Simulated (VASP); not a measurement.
**NaCl: single point with PBEsol**

Crystal: NaCl.

```
Na Cl
1.0
     3.36210    0.00000    0.00000
     0.00000    3.36210    0.00000
     0.00000    0.00000    3.36210
Na Cl
1 1
Direct
  0.00000 0.00000 0.00000
  0.50000 0.50000 0.50000
```

This cell differs from its parent crystal: strain -0.040 along x and y, -0.040 along z.

```yaml
Program: VASP 6.6.1
Task: single point
Functional: PBEsol
Potentials_or_basis: VASP PAW PBE potentials, release 64 (Na_pv, Cl)
Cutoff: 520 eV
k_mesh: 6 × 6 × 6
Occupations: gaussian, width 0.05 eV
Spin: no spin polarisation
Dipole_correction: no
Further_INCAR_settings: ALGO = Normal; EDIFF = 1e-06; NBANDS = 14
```

The pressure is 2.6 GPa and the band gap on the k mesh is 4.26 eV (least direct gap 4.87 eV).

Levels at points of the mesh, in eV from the valence-band top:
```
           k point  band 4  band 5  band 6  band 7  band 8  band 9  band 10  band 11
(0.00, 0.00, 0.00)  -13.85   -0.61   -0.61   -0.61    4.26    8.24     8.24    16.34
(0.50, 0.00, 0.00)  -13.34   -3.60   -0.33   -0.33    7.13    9.34    10.31    12.04
(0.50, 0.50, 0.00)  -12.98   -2.77   -2.77    0.00    5.36    9.97    11.69    11.69
(0.50, 0.50, 0.50)  -12.60   -2.29   -2.29   -2.29    6.93    6.93     6.93    12.63
```

Run time: 14 s on 1 thread of Intel Xeon 8259CL, with other jobs on the host, peak memory 0.15 GiB.

Caveat: the cell differs from its parent crystal (strain -0.040 along x and y, -0.040 along z); the PAW data sets were made with another functional, which shifts forces and pressure a little. A k mesh can miss the band edges.
